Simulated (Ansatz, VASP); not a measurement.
## Hf: VASP beside Ansatz

Contents of INCAR:

```
SYSTEM = Hf
ALGO = Normal
DIPOL = 0.5 0.5 0.500
EDIFF = 1E-7
ENCUT = 520
GGA = PE
IDIPOL = 3
ISIF = 2
ISMEAR = -1
LASPH = .True.
LCHARG = .False.
LDIPOL = .True.
LREAL = .False.
LWAVE = .False.
NBANDS = 33
NELM = 80
PREC = Accurate
SIGMA = 0.05
```

Contents of KPOINTS:

```
k-points
0
Gamma
  10 10 1
  0 0 0
```

Contents of POSCAR:

```
Hf
1.0
    3.1395541085      0.0000000000      0.0000000000
   -1.5697770542      2.7189336145      0.0000000000
    0.0000000000      0.0000000000     25.2537407808
Hf
5
Direct
    0.6666666667      0.3333333333      0.2969857046
    0.3333333333      0.6666666667      0.3984928523
    0.0000000000      0.0000000000      0.5000000000
    0.6666666667      0.3333333333      0.6015071477
    0.3333333333      0.6666666667      0.7030142954
```

The input input.yaml:

```yaml
crystal:
  lattice:
    - [3.1395541085, 0.0, 0.0]
    - [-1.5697770542, 2.7189336145, 0.0]
    - [0.0, 0.0, 25.2537407808]
  atoms:
    - { symbol: Hf, position: [0.6666666667, 0.3333333333, 0.2969857046] }
    - { symbol: Hf, position: [0.3333333333, 0.6666666667, 0.3984928523] }
    - { symbol: Hf, position: [0.0, 0.0, 0.5] }
    - { symbol: Hf, position: [0.6666666667, 0.3333333333, 0.6015071477] }
    - { symbol: Hf, position: [0.3333333333, 0.6666666667, 0.7030142954] }
hamiltonian:
  xc: pbe
  pseudopotentials: { kind: paw }
kpoints:
  mp_grid: { grid: [10, 10, 1] }
scf:
  occupations: { method: fermi_dirac, width: 0.05 }
output:
  forces: true
  eigenvalues: true
  write_density: true
  write_potential: true
  elf: true
  volumetric_format: npy
efield:
  axis: 3
  dipole_correction: true
  ramp_width: 0.04
```

Alike in both runs: task single point; functional PBE; k mesh 10 × 10 × 1; occupations fermi-dirac, width 0.05 eV; no spin polarisation.

|  | VASP | Ansatz |
| --- | --- | --- |
| version | VASP 6.6.1 | Ansatz 0.2.0 |
| potentials or method | VASP PAW PBE potentials, release 64 (Hf_pv) | Ansatz PAW |
| plane-wave cutoff (eV) | 520 | 420 |
| valence electrons in the cell | 50 | 130 |

```tsv
	VASP	Ansatz	Ansatz less VASP
gap on the k mesh at the Fermi level (eV)	none	none	-
rms of the force components (eV/Å)	0.306	0.296	-0.0093
work function, face that differs most (eV)	4.30	4.45	+0.146
```

Atom by atom the forces differ by 0.012 eV/Å (rms over components). A gap of «none» marks a metal or a gap that the smearing closes. With one functional, cell and mesh, what is left measures potentials, basis and numerics. VASP's potentials hold 50 valence electrons a cell and Ansatz's 130, so a difference there can come from the potentials and not from the codes.

Neither program's run includes spin-orbit coupling.
